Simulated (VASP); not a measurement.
# Ga in VASP: single point with PBEsol

Aim: the single point of Ga with PBEsol.

Everything below comes from runs of VASP 6.6.1. Logs are shortened: lines on timing, memory, paths and dates and some standing lists are left out, and cuts for length are marked.

### 1 The cell of the first run

The cell holds a slab with vacuum, 2 atoms: a = 4.180 Å, b = 4.180 Å, c = 12.120 Å, α = 90.00°, β = 90.00°, γ = 120.00°.

### 2 Single point, PBEsol

Input file INCAR:

```
ALGO = Normal
EDIFF = 1E-7
ENCUT = 520
GGA = PS
ISIF = 2
ISMEAR = 1
LASPH = True
LCHARG = False
LREAL = False
LWAVE = False
NBANDS = 20
NELM = 80
PREC = Accurate
SIGMA = 0.1
```

Input file KPOINTS:

```
k-points
0
Gamma
  6 6 2
```

Input file POSCAR:

```
Ga
1.0
    4.1799250000      0.0000000000      0.0000000000
   -2.0899630000      3.6199210000      0.0000000000
    0.0000000000      0.0000000000     12.1196730000
Ga
2
Direct
    0.3333333333      0.6666666667      0.9721220000
    0.6666666667      0.3333333333      0.0278780000
```

Potentials or basis: VASP PAW PBE potentials, release 64 (Ga_d).

On the command line:

```
cat potpaw_PBE.64/Ga_d/POTCAR > POTCAR
mpirun -np 1 vasp_std > vasp.out
```

OUTCAR:

```text
EDIFF = 1E-7
   ENCUT = 520
   GGA = PS
   ISIF = 2
   ISMEAR = 1
   LASPH = True
   LREAL = False
   NELM = 80
   PREC = Accurate

 ion  position               nearest neighbor table
   1  0.333  0.667  0.972-   2 2.51   2 2.51   2 2.51
   2  0.667  0.333  0.028-   1 2.51   1 2.51   1 2.51

  LATTYP: Found a hexagonal cell.
 ALAT       =     4.1799250000
 C/A-ratio  =     2.8994953259

  Lattice vectors:

 A1 = (   4.1799250000,   0.0000000000,   0.0000000000)
 A2 = (  -2.0899630000,   3.6199210000,   0.0000000000)
 A3 = (   0.0000000000,   0.0000000000,  12.1196730000)

Analysis of symmetry for initial positions (statically):
=====================================================================
 Subroutine PRICEL returns:
 Original cell was already a primitive cell.

 Routine SETGRP: Setting up the symmetry group for a
 hexagonal supercell.

 Subroutine GETGRP returns: Found 12 space group operations
 (whereof 12 operations were pure point group operations)
 out of a pool of 24 trial point group operations.

The static configuration has the point symmetry D_3d.

Analysis of symmetry for dynamics (positions and initial velocities):
=====================================================================
 Subroutine PRICEL returns:
 Original cell was already a primitive cell.

 Routine SETGRP: Setting up the symmetry group for a
 hexagonal supercell.

 Subroutine GETGRP returns: Found 12 space group operations
 (whereof 12 operations were pure point group operations)
 out of a pool of 24 trial point group operations.

The dynamic configuration has the point symmetry D_3d.

 Subroutine INISYM returns: Found 12 space group operations
 (whereof 12 operations are pure point group operations),
 and found     1 'primitive' translations

----------------------------------------------------------------------------------------

                                     Primitive cell

  volume of cell :     183.3828

  direct lattice vectors                    reciprocal lattice vectors
     4.179925000  0.000000000  0.000000000     0.239238742  0.138124594  0.000000000
    -2.089963000  3.619921000  0.000000000     0.000000000  0.276249123  0.000000000
     0.000000000  0.000000000 12.119673000     0.000000000  0.000000000  0.082510477

  length of vectors
     4.179925000  4.179925046 12.119673000     0.276249126  0.276249123  0.082510477

  position of ions in fractional coordinates (direct lattice)
     0.333333333  0.666666667  0.972122000
     0.666666667  0.333333333  0.027878000

  ion indices of the primitive-cell ions
   primitive index   ion index
                 1           1
                 2           2

----------------------------------------------------------------------------------------

 KPOINTS: k-points

Automatic generation of k-mesh.
 Grid dimensions read from file:
 generate k-points for:    6    6    2

 Generating k-lattice:

  Cartesian coordinates                     Fractional coordinates (reciprocal lattice)
     0.039873124  0.023020766  0.000000000     0.166666667  0.000000000  0.000000000
     0.000000000  0.046041520  0.000000000     0.000000000  0.166666667  0.000000000
     0.000000000  0.000000000  0.041255238     0.000000000  0.000000000  0.500000000

  Length of vectors
     0.046041521  0.046041520  0.041255238

  Shift w.r.t. Gamma in fractional coordinates (k-lattice)
     0.000000000  0.000000000  0.000000000

 Subroutine IBZKPT returns following result:
 ===========================================

 Found     14 irreducible k-points:

 Following reciprocal coordinates:
            Coordinates               Weight
  0.000000  0.000000  0.000000      1.000000
  0.166667  0.000000  0.000000      6.000000
  0.333333  0.000000  0.000000      6.000000
  0.500000  0.000000  0.000000      3.000000
  0.166667  0.166667  0.000000      6.000000
  0.333333  0.166667  0.000000     12.000000
  0.333333  0.333333  0.000000      2.000000
  0.000000  0.000000  0.500000      1.000000
  0.166667  0.000000  0.500000      6.000000
  0.333333  0.000000  0.500000      6.000000
  0.500000  0.000000  0.500000      3.000000
  0.166667  0.166667  0.500000      6.000000
  0.333333  0.166667  0.500000     12.000000
  0.333333  0.333333  0.500000      2.000000
   k-points           NKPTS =     14   k-points in BZ     NKDIM =     14   number of bands    NBANDS=     20
   number of dos      NEDOS =    301   number of ions     NIONS =      2
   total plane-waves  NPLWV =  92160
   dimension x,y,z NGX =    32 NGY =   32 NGZ =   90
   dimension x,y,z NGXF=    64 NGYF=   64 NGZF=  180
   ions per type =               2
   NGX,Y,Z   is equivalent  to a cutoff of  12.73, 12.73, 12.35 a.u.
   NGXF,Y,Z  is equivalent  to a cutoff of  25.45, 25.45, 24.69 a.u.
 SYSTEM =  unknown system
   PREC   = accura    normal or accurate (medium, high low for compatibility)
   ISTART =      0    job   : 0-new  1-cont  2-samecut
   ICHARG =      2    charge: 1-file 2-atom 10-const
   ISPIN  =      1    spin polarized calculation?
   LNONCOLLINEAR =      F non collinear calculations
   LSORBIT =      F    spin-orbit coupling
   LASPH  =      T    aspherical Exc in radial PAW
   ENCUT  =  520.0 eV  38.22 Ry    6.18 a.u.   7.77  7.77 22.53*2*pi/ulx,y,z
   NELM   =     80;   NELMIN=  2; NELMDL= -5     # of ELM steps
   EDIFF  = 0.1E-06   stopping-criterion for ELM
   LREAL  =      F    real-space projection
   EDIFFG = 0.1E-05   stopping-criterion for IOM
   NSW    =      0    number of steps for IOM
   IBRION =     -1    ionic relax: 0-MD 1-quasi-New 2-CG
   NFREE  =      0    steps in history (QN), initial steepest desc. (CG)
   ISIF   =      2    stress and relaxation
   ISYM   =      2    0-nonsym 1-usesym 2-fastsym
   POTIM  = 0.5000    time-step for ionic-motion
   TEBEG  =    0.0;   TEEND  =   0.0 temperature during run
   PSTRESS=    0.0 pullay stress
   NELECT =      26.0000    total number of electrons
   NUPDOWN=      -1.0000    fix difference up-down
   EMIN   =  10.00;   EMAX   =-10.00  energy-range for DOS
   EFERMI =   0.00;   METHOD = LEGACY
   ISMEAR =     1;   SIGMA  =   0.10  broadening in eV -4-tet -1-fermi 0-gaus
   EFERMI_NEDOS =   21; number of points for ismear=-14 and -15
   IALGO  =     38    algorithm
   IMIX   =      4    mixing-type and parameters
     AMIX     =   0.40;   BMIX     =  1.00
     AMIX_MAG =   1.60;   BMIX_MAG =  1.00
  volume/ion in A,a.u.               =      91.69       618.76
  Fermi-wavevector in a.u.,A,eV,Ry     =   0.853650  1.613164  9.914812  0.728718
  Thomas-Fermi vector in A             =   1.970125
   LORBIT       =      0    0 simple, 1 ext, 2 COOP (PROOUT), +10 PAW based schemes
   GGA     = PS    functional components
   LHFCALC =     F    Hartree Fock is set to
   AEXX    =    0.0000 exact exchange contribution
   IVDW    =     0    specifies the selected vdW correction
   LEPSILON=     F    determine dielectric tensor
   LRPA    =     F    only Hartree local field effects (RPA)
 non-spin polarized calculation
 Methfessel and Paxton  Order N= 1 SIGMA  =   0.10
  energy-cutoff  :      520.00
  volume of cell :      183.38
 maximum number of plane-waves:      4983
 NGX is ok and might be reduce to    32
   NGX = 15   NGY = 15   NGZ = 45

 number of electron      26.0000011 magnetization

 Free energy of the ion-electron system (eV)
  ---------------------------------------------------
  ext. energy  EPLUGINS =         0.00000000
  ---------------------------------------------------
  free energy    TOTEN  =        -4.98981620 eV

  energy without entropy =       -4.98938699  energy(sigma->0) =       -4.98967313

 E-fermi :  -2.6313     XC(G=0):  -3.6679

 val. band max:       -2.6454361297   @ k =   0.1667   0.1667   0.5000
 cond. band min:      -2.4524653929   @ k =   0.5000   0.0000   0.5000
 fundamental gap:      0.1929707367
 Fermi energy:        -2.6313322248

 k-point     1 :       0.0000    0.0000    0.0000
  band No.  band energies     occupation
      1     -17.3701      2.00000
      2     -17.3701      2.00000
      3     -17.3028      2.00000
      4     -17.3028      2.00000
      5     -17.2701      2.00000
      6     -17.1435      2.00000
[... 12 lines left out ...]
     19       2.9062      0.00000
     20       2.9062      0.00000

 k-point     2 :       0.1667    0.0000    0.0000
  band No.  band energies     occupation
      1     -17.3908      2.00000
      2     -17.3908      2.00000
      3     -17.3038      2.00000
      4     -17.2740      2.00000
      5     -17.2550      2.00000
      6     -17.1316      2.00000
[... 12 lines left out ...]
     19       3.3443      0.00000
     20       3.9651      0.00000

 k-point     3 :       0.3333    0.0000    0.0000
  band No.  band energies     occupation
      1     -17.4098      2.00000
      2     -17.4033      2.00000
      3     -17.3315      2.00000
      4     -17.2451      2.00000
      5     -17.2444      2.00000
      6     -17.1097      2.00000
[... 12 lines left out ...]
     19       4.1181      0.00000
     20       5.3959      0.00000

 k-point     4 :       0.5000    0.0000    0.0000
  band No.  band energies     occupation
      1     -17.4147      2.00000
      2     -17.3959      2.00000
      3     -17.3562      2.00000
      4     -17.2497      2.00000
      5     -17.2394      2.00000
      6     -17.0992      2.00000
[... 12 lines left out ...]
     19       4.7617      0.00000
     20       5.2686      0.00000

 k-point     5 :       0.1667    0.1667    0.0000
  band No.  band energies     occupation
      1     -17.4213      2.00000
      2     -17.3908      2.00000
      3     -17.3226      2.00000
      4     -17.2586      2.00000
      5     -17.2160      2.00000
      6     -17.1357      2.00000
[... 12 lines left out ...]
     19       3.4477      0.00000
     20       4.1919      0.00000
[... 123 lines left out ...]
      6     -17.0992      2.00000
[... 12 lines left out ...]
     19       4.5151      0.00000
     20       4.5215      0.00000

 k-point    12 :       0.1667    0.1667    0.5000
  band No.  band energies     occupation
      1     -17.4213      2.00000
      2     -17.3908      2.00000
      3     -17.3226      2.00000
      4     -17.2586      2.00000
      5     -17.2160      2.00000
      6     -17.1357      2.00000
[... 12 lines left out ...]
     19       3.5628      0.00000
     20       4.4337      0.00000

 k-point    13 :       0.3333    0.1667    0.5000
  band No.  band energies     occupation
      1     -17.4447      2.00000
      2     -17.3771      2.00000
      3     -17.3488      2.00000
      4     -17.2419      2.00000
      5     -17.2078      2.00000
      6     -17.1273      2.00000
[... 12 lines left out ...]
     19       4.0588      0.00000
     20       5.0868      0.00000

 k-point    14 :       0.3333    0.3333    0.5000
  band No.  band energies     occupation
      1     -17.4641      2.00000
      2     -17.3593      2.00000
      3     -17.3593      2.00000
      4     -17.2308      2.00000
      5     -17.1569      2.00000
      6     -17.1569      2.00000
[... 12 lines left out ...]
     19       4.9191      0.00000
     20       5.3754      0.00000

------------------------ aborting loop because EDIFF is reached ----------------------------------------

  FORCE on cell =-STRESS in cart. coord.  units (eV):
  Direction    XX          YY          ZZ          XY          YZ          ZX
  --------------------------------------------------------------------------------------
  -------------------------------------------------------------------------------------
  Total       -0.6705032     -0.6705031     -0.1817939      0.0000001      0.0000000      0.0000000
  in kB       -5.8580481     -5.8580474     -1.5882959      0.0000008      0.0000000      0.0000000
  external PRESSURE =      -4.4347971 kB  Pullay stress =       0.0000000 kB

 VOLUME and BASIS-vectors are now :
 -----------------------------------------------------------------------------
  energy-cutoff  :      520.00
  volume of cell :      183.38
      direct lattice vectors                 reciprocal lattice vectors
     4.179925000  0.000000000  0.000000000     0.239238742  0.138124594  0.000000000
    -2.089963000  3.619921000  0.000000000     0.000000000  0.276249123  0.000000000
     0.000000000  0.000000000 12.119673000     0.000000000  0.000000000  0.082510477

 POSITION                                       TOTAL-FORCE (eV/Angst)
 -----------------------------------------------------------------------------------
     -0.00000      2.41328     11.78180         0.000000      0.000000      0.269164
      2.08996      1.20664      0.33787        -0.000000      0.000000     -0.269164
 -----------------------------------------------------------------------------------
    total drift:                                0.000000      0.000000      0.000000

  FREE ENERGIE OF THE ION-ELECTRON SYSTEM (eV)
  ---------------------------------------------------
  free  energy   TOTEN  =        -4.9898161954 eV

  energy  without entropy=       -4.9893869939  energy(sigma->0) =       -4.98967313
```

Run time: 46 s. Hardware: 1 thread of AMD EPYC 7R13 (Zen 3), shared host; peak memory 0.24 GiB.

What came out:

```yaml
Free_energy: -4.9898 eV
Largest_force: 0.269 eV/Å
Band_gap_on_the_k_mesh: zero (bands 13 and 14 overlap by 1.84 eV)
```

Forces on the atoms (eV/Å):
```
Ga   0.000  0.000  0.269
Ga   0.000  0.000 -0.269
```

Levels at points of the mesh, in eV from the Fermi level:
```tsv
k point	band 10	band 11	band 12	band 13	band 14	band 15	band 16	band 17
(0.00, 0.00, 0.00)	-14.37	-8.29	-1.53	1.83	1.83	3.00	3.15	5.14
(0.50, 0.00, 0.00)	-14.28	-6.25	-4.68	0.18	0.61	2.21	3.26	5.95
(0.00, 0.00, 0.50)	-14.37	-8.29	-1.53	1.83	1.83	2.99	3.27	4.34
(0.50, 0.00, 0.50)	-14.28	-6.25	-4.68	0.18	0.61	2.21	3.26	6.03
```

Caveat: there is no dipole correction, which matters where the two faces differ; the PAW data sets were made with another functional, which shifts forces and pressure a little.

The gap in the log of VASP goes by the Fermi energy; the results here count the filled bands.